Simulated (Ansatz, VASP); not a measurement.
Two plane-wave programs on Ti

```
Ti
1.0
    -1.55895    1.55895    1.55895
     1.55895   -1.55895    1.55895
     1.55895    1.55895   -1.55895
Ti
1
Direct
  0.00000 0.00000 0.00000
```

Change from the starting cell: strain -0.050 along x and y, -0.050 along z, atoms carried along.

Alike in both runs: task single point; functional r2SCAN; k mesh 20 × 20 × 20; occupations gaussian, width 0.15 eV; no spin polarisation.

|  | VASP | Ansatz |
| --- | --- | --- |
| version | VASP 6.6.1 | Ansatz 0.2.0 |
| potentials or method | VASP PAW PBE potentials, release 64 (Ti_sv), cutoff 520 eV | scalar-relativistic, plane waves, PAW |
| valence electrons in the cell | 12 | 12 |

Ansatz gave:

| Item | Value |
| --- | --- |
| gap on the k mesh at the Fermi level (eV) | none |
| pressure (GPa) | 17.2 |

Problem. Which values does VASP return?

Solution. gap on the k mesh at the Fermi level (eV): none; pressure (GPa): 17.8.

VASP's potentials were made for PBE, not for r2SCAN. A gap of «none» marks a metal or a gap that the smearing closes. With one functional, cell and mesh, what is left measures potentials, basis and numerics.
